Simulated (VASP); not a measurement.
Crystal: AlNi (CsCl type).

```xyz
2
Lattice="2.7995 0.0000 0.0000 0.0000 2.7995 0.0000 0.0000 0.0000 2.7995" Properties=species:S:1:pos:R:3 pbc="T T T"
Ni    0.0000    0.0000    0.0000
Al    1.3998    1.3998    1.3998
```

- Program: VASP 6.6.1
- Task: relaxation of cell and atoms
- Functional: PBE
- Potentials or basis: VASP PAW PBE potentials, release 64 (Ni, Al)
- Cutoff: 600 eV
- k mesh: 15 × 15 × 15
- Occupations: fermi-dirac, width 0.1 eV
- Spin: no spin polarisation

At the start: pressure 19.5 GPa; volume 10.97 Å³/atom.

**Question.** How do energy, volume and symmetry change on relaxing?

**Answer.** Over 5 steps the energy falls by 63.4 meV/atom and the volume is 12.10 Å³/atom (+10.3 %); space group Pm-3m (No. 221, to 0.05 Å).

Step by step:
| step | energy change (eV) | largest force (eV/Å) | pressure (GPa) | volume (Å³) |
| --- | --- | --- | --- | --- |
| 1 | 0.0000 | 0.0000 | 19.46 | 21.94 |
| 2 | -0.0408 | 0.0000 | -11.45 | 26.45 |
| 3 | -0.1268 | 0.0000 | -0.20 | 24.25 |
| 4 | -0.1268 | 0.0000 | 0.15 | 24.20 |
| 5 | -0.1268 | 0.0000 | -0.02 | 24.20 |

Final structure:
```
CELL_PARAMETERS angstrom
2.89253 0.00000 0.00000
0.00000 2.89253 0.00000
0.00000 0.00000 2.89253
ATOMIC_POSITIONS crystal
Ni 0.00000 0.00000 0.00000
Al 0.50000 0.50000 0.50000
```
